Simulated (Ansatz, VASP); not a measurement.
Two plane-wave programs on SrB2

```xyz
3
Lattice="3.3058 0.0000 0.0000 -1.6529 2.8629 0.0000 0.0000 0.0000 4.4119" Properties=species:S:1:pos:R:3 pbc="T T T"
Sr    0.0000    0.0000    0.0000
B     1.6529    0.9543    2.2059
B     0.0000    1.9086    2.2059
```

Alike in both runs: functional PBE; k mesh 12 × 12 × 12; occupations gaussian, width 0.1 eV; no spin polarisation.

Ansatz relaxed the structure, and its values are those at the end. VASP's run is a single point on that final structure, the one shown.

|  | VASP | Ansatz |
| --- | --- | --- |
| version | VASP 6.6.1 | Ansatz 0.2.0 |
| potentials or method | VASP PAW PBE potentials, release 64 (Sr_sv, B), cutoff 520 eV | scalar-relativistic, plane waves, PAW |
| valence electrons in the cell | 16 | 16 |

Ansatz gave:

```
gap on the k mesh at the Fermi level (eV) : none
pressure (GPa)                            : 0.0
```

Task: Which values does VASP return?

Result: gap on the k mesh at the Fermi level (eV): none; pressure (GPa): 0.4.

A gap of «none» marks a metal or a gap that the smearing closes. The functional is the same, so the differences come from potentials, cutoffs and numerics.
